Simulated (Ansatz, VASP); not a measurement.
Cu: VASP beside Ansatz

File INCAR:

```
ALGO = Normal
EDIFF = 1E-8
ENCUT = 520
GGA = PE
ISIF = 2
ISMEAR = -1
LASPH = T
LCHARG = F
LEFG = T
LREAL = F
LWAVE = F
NBANDS = 12
NELM = 60
PREC = Accurate
SIGMA = 0.08
```

The input KPOINTS:

```
k-points
0
Gamma
  19 19 19
```

POSCAR

```
Cu
1.0
    0.0000000000      1.8194705475      1.8194705475
    1.8194705475      0.0000000000      1.8194705475
    1.8194705475      1.8194705475      0.0000000000
Cu
1
Direct
    0.0000000000      0.0000000000      0.0000000000
```

Input for Ansatz:

```yaml
crystal:
  lattice:
    - [0.0, 1.8194705475, 1.8194705475]
    - [1.8194705475, 0.0, 1.8194705475]
    - [1.8194705475, 1.8194705475, 0.0]
  atoms:
    - { symbol: Cu, position: [0.0, 0.0, 0.0] }
kpoints:
  mp_grid: { grid: [19, 19, 19] }
scf:
  occupations: { method: fermi_dirac, width: 0.08 }
hamiltonian:
  xc: pbe
  pseudopotentials: { kind: all_electron, datasets: crystal }
output:
  forces: true
  stress: true
  eigenvalues: true
  efg: { contact_densities: true }
```

Change from the starting cell: volume scaled by 1.02, crystal datasets.

Alike in both runs: task electric field gradients; functional PBE; k mesh 19 × 19 × 19; occupations fermi-dirac, width 0.08 eV; no spin polarisation.

|  | VASP | Ansatz |
| --- | --- | --- |
| version | VASP 6.6.1 | Ansatz 0.2.0 |
| potentials or method | VASP PAW PBE potentials, release 64 (Cu), cutoff 520 eV | all-electron PAW with datasets made for the crystal, scalar-relativistic |

Ansatz gave:

- pressure (GPa): -1.1

What did VASP give for the same quantities?

Pressure (GPa): -0.6.

Ansatz ran all-electron here, and VASP with PAW potentials.
